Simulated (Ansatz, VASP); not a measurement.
# TiO in VASP and in Ansatz

```
Ti O
1.0
     2.88160    0.00000    0.00000
    -1.44080    2.49554    0.00000
     0.00000    0.00000    2.79376
Ti O
1 1
Direct
  0.66667 0.33333 0.00000
  0.00000 0.00000 0.50000
```

Alike in both runs: task single point; functional PBEsol; k mesh 18 × 18 × 16; occupations gaussian, width 0.15 eV; no spin polarisation.

```csv
,VASP,Ansatz
version,VASP 6.6.1,Ansatz 0.2.0
potentials or method,"VASP PAW PBE potentials, release 64 (Ti_sv, O), cutoff 520 eV","scalar-relativistic, plane waves, PAW"
valence electrons in the cell,18,18
```

Ansatz gave:

- gap on the k mesh at the Fermi level (eV): none
- pressure (GPa): -14.0
- traceless stress, the component that is largest in VASP (GPa): 7.17

Q: What did VASP give for the same quantities?

A: gap on the k mesh at the Fermi level (eV): none; pressure (GPa): -13.4; traceless stress, the component that is largest in VASP (GPa): 7.26.

VASP's potentials were made for PBE, not for PBEsol, and Ansatz warns of the same on its side. A gap of «none» marks a metal or a gap that the smearing closes. The functional is the same, so the differences come from potentials, cutoffs and numerics.
